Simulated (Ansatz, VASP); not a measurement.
# Ti in VASP and in Ansatz

```
Ti
1.0
     2.99041    0.00000    0.00000
    -1.49521    2.58977    0.00000
     0.00000    0.00000    4.56019
Ti
2
Direct
  0.33333 0.66667 0.25000
  0.66667 0.33333 0.75000
```

Alike in both runs: task single point; functional LDA; k mesh 21 × 21 × 12; occupations gaussian, width 0.15 eV; no spin polarisation.

```csv
,VASP,Ansatz
version,VASP 6.6.1,Ansatz 0.2.0
potentials or method,"VASP PAW LDA potentials, release 64 (Ti_sv), cutoff 520 eV","scalar-relativistic, plane waves, PAW"
valence electrons in the cell,24,24
```

```csv
,VASP,Ansatz,Ansatz less VASP
gap on the k mesh at the Fermi level (eV),none,none,-
pressure (GPa),-9.8,-9.8,-0.03
"traceless stress, the component that is largest in VASP (GPa)",2.17,2.13,-0.039
```

LDA's correlation is that of Perdew and Zunger in VASP and of Perdew and Wang (1992) in Ansatz. A gap of «none» marks a metal or a gap that the smearing closes.
